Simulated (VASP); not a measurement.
Wanted: the native input for a VASP 6.6.1 run.

```
Task                               : single point
Functional                         : HSE06
Potentials or basis                : VASP PAW PBE potentials, release 64 (C_h)
Cutoff                             : 1000 eV
k mesh                             : 8 × 8 × 8
Occupations                        : gaussian, width 0.01 eV
Spin                               : no spin polarisation
Dipole correction                  : no
Grid for exact exchange (PRECFOCK) : Normal
Further INCAR settings             : ALGO = Normal; EDIFF = 1e-06; NBANDS = 11
Share of exact exchange            : 0.25
Screening parameter                : 0.2079 1/Å
```

C:

```
C
1.0
     0.00000    1.78012    1.74452
     1.78012    0.00000    1.74452
     1.78012    1.78012    0.00000
C
2
Direct
  0.00000 0.00000 0.00000
  0.25000 0.25000 0.25000
```

This cell differs from its parent crystal: uniaxial z strain -2.0%.

The input as run:

POSCAR

```
C
1.0
    0.0000000000      1.7801241425      1.7445216597
    1.7801241425      0.0000000000      1.7445216597
    1.7801241425      1.7801241425      0.0000000000
C
2
Direct
    0.0000000000      0.0000000000      0.0000000000
    0.2500000000      0.2500000000      0.2500000000
```

INCAR.step1

```
SYSTEM = C
PREC = Accurate
ENCUT = 1000
EDIFF = 1E-5
ISMEAR = 0
SIGMA = 0.01
LREAL = .False.
LASPH = .True.
NELM = 120
ALGO = Normal
ISIF = 2
LWAVE = .True.
LCHARG = .False.
GGA = PE
NBANDS = 11
GGA_COMPAT = .False.
```

INCAR.step2

```
SYSTEM = C
PREC = Accurate
ENCUT = 1000
EDIFF = 1E-6
ISMEAR = 0
SIGMA = 0.01
LREAL = .False.
LASPH = .True.
NELM = 120
ALGO = Normal
ISIF = 2
LWAVE = .False.
LCHARG = .False.
GGA = PE
LHFCALC = .True.
HFSCREEN = 0.2079
PRECFOCK = Normal
ISTART = 1
NBANDS = 11
GGA_COMPAT = .False.
```

KPOINTS

```
Automatic mesh
0
Gamma
  8 8 8
  0 0 0
```

Potentials or basis: VASP PAW PBE potentials, release 64 (C_h).

Command:

```bash
$ cat potpaw_PBE.64/C_h/POTCAR > POTCAR
$ cp INCAR.step1 INCAR
$ mpirun -np 1 vasp_std > vasp.out
$ cp INCAR.step2 INCAR
$ mpirun -np 1 vasp_std > vasp.out
```

Results of the run:

| Item | Value |
| --- | --- |
| Pressure | 3.8 GPa |
| Band gap on the k mesh | 4.80 eV (least direct gap 6.68 eV) |

Caveat: the cell differs from its parent crystal (uniaxial z strain -2.0%); the stress differs along the axes, from -3 to 17 GPa; the PAW data sets were made with another functional, which shifts forces and pressure a little.

It took 23 min on 1 thread of Intel(R) Xeon(R) 6975P-C (Granite Rapids) (shared host), peak memory 0.27 GiB.
